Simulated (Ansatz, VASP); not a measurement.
Rh in VASP and in Ansatz

Contents of INCAR:

```
SYSTEM = Rh
ALGO = Normal
EDIFF = 1E-6
ENCUT = 500
GGA = RE
GGA_COMPAT = .False.
ISIF = 2
ISMEAR = -1
LASPH = .True.
LCHARG = .True.
LELF = .True.
LREAL = .False.
LVHAR = .True.
LWAVE = .False.
NBANDS = 14
NELM = 120
PREC = Accurate
SIGMA = 0.05
```

KPOINTS

```
k-points
0
Gamma
  9 9 9
  0 0 0
```

File POSCAR:

```
Rh
1.0
    0.0000000000      1.8978500000      1.8978500000
    1.8978500000      0.0000000000      1.8978500000
    1.8978500000      1.8978500000      0.0000000000
Rh
1
Direct
    0.0000000000      0.0000000000      0.0000000000
```

Input for Ansatz:

```yaml
crystal:
  lattice:
    - [0.0, 1.89785, 1.89785]
    - [1.89785, 0.0, 1.89785]
    - [1.89785, 1.89785, 0.0]
  atoms:
    - { symbol: Rh, position: [0.0, 0.0, 0.0] }
kpoints:
  mp_grid:
    grid: [9, 9, 9]
    shift: [0.0, 0.0, 0.0]
hamiltonian:
  xc: revpbe
scf:
  convergence:
    dr2_threshold: 1.0e-07
  occupations:
    method: fermi_dirac
    width: 0.05
output:
  stress: true
```

Alike in both runs: task single point; functional revPBE; k mesh 9 × 9 × 9; occupations fermi-dirac, width 0.05 eV; no spin polarisation.

```csv
,VASP,Ansatz
version,VASP 6.6.1,Ansatz 0.2.0
potentials or method,"VASP PAW PBE potentials, release 64 (Rh_pv)","plane waves, PAW"
plane-wave cutoff (eV),500,420
valence electrons in the cell,15,17
```

```tsv
	VASP	Ansatz	Ansatz less VASP
pressure (GPa)	11.1	10.9	-0.18
```

VASP's potentials were made for PBE, not for revPBE. With one functional, cell and mesh, what is left measures potentials, basis and numerics. VASP's potentials hold 15 valence electrons a cell and Ansatz's 17, so a difference there can come from the potentials and not from the codes. Ansatz's warnings: stress scf threshold loose.
